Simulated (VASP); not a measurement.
Here is a VASP 6.6.1 calculation.

POSCAR

```
Tl2Sn
1.0
    5.3590160000      0.0000000000      0.0000000000
   -2.6795080000      4.6410480000      0.0000000000
    0.0000000000      0.0000000000      6.5648810000
Tl Sn
4 2
Direct
    0.3333000000      0.6667000000      0.7500000000
    0.6666000000      0.3333000000      0.2500000000
    0.0000000000      0.0000000000      0.0000000000
    0.0000000000      0.0000000000      0.5000000000
    0.3333000000      0.6667000000      0.2500000000
    0.6666000000      0.3333000000      0.7500000000
```

INCAR.step1

```
SYSTEM = Tl2Sn
PREC = Accurate
ENCUT = 520
ISMEAR = 1
SIGMA = 0.0259
LREAL = .False.
LASPH = .True.
NELM = 80
NBANDS = 49
GGA = PE
ALGO = Normal
EDIFF = 1E-4
LWAVE = .True.
LCHARG = .False.
```

Contents of INCAR.step2:

```
SYSTEM = Tl2Sn
PREC = Accurate
ENCUT = 520
EDIFF = 1E-6
ISMEAR = 1
SIGMA = 0.0259
LREAL = .False.
LASPH = .True.
NELM = 80
ALGO = Normal
ISIF = 2
LWAVE = .False.
LCHARG = .True.
METAGGA = R2SCAN
LMIXTAU = .True.
LELF = .True.
LVHAR = .True.
NBANDS = 49
ISTART = 1
```

KPOINTS

```
Automatic mesh
0
Gamma
  4 4 3
  0 0 0
```

Potentials or basis: VASP PAW PBE potentials, release 64 (Tl_d, Sn_d).

Run with:

```bash
$ cat potpaw_PBE.64/Tl_d/POTCAR potpaw_PBE.64/Sn_d/POTCAR > POTCAR
$ cp INCAR.step1 INCAR
$ mpirun -np 1 vasp_std > vasp.out
$ cp INCAR.step2 INCAR
$ mpirun -np 1 vasp_std > vasp.out
```

(1) Estimate the band gap on the k mesh.

(2) Predict the pressure.

Answers

(1) zero (band 40 reaches 7.25 eV, above the bottom of band 41 at 6.67 eV).

(2) 4.2 GPa.

Caveat: the PAW data sets were made with another functional, which shifts forces and pressure a little; spin-orbit coupling is left out, which moves the levels of the heavy elements.
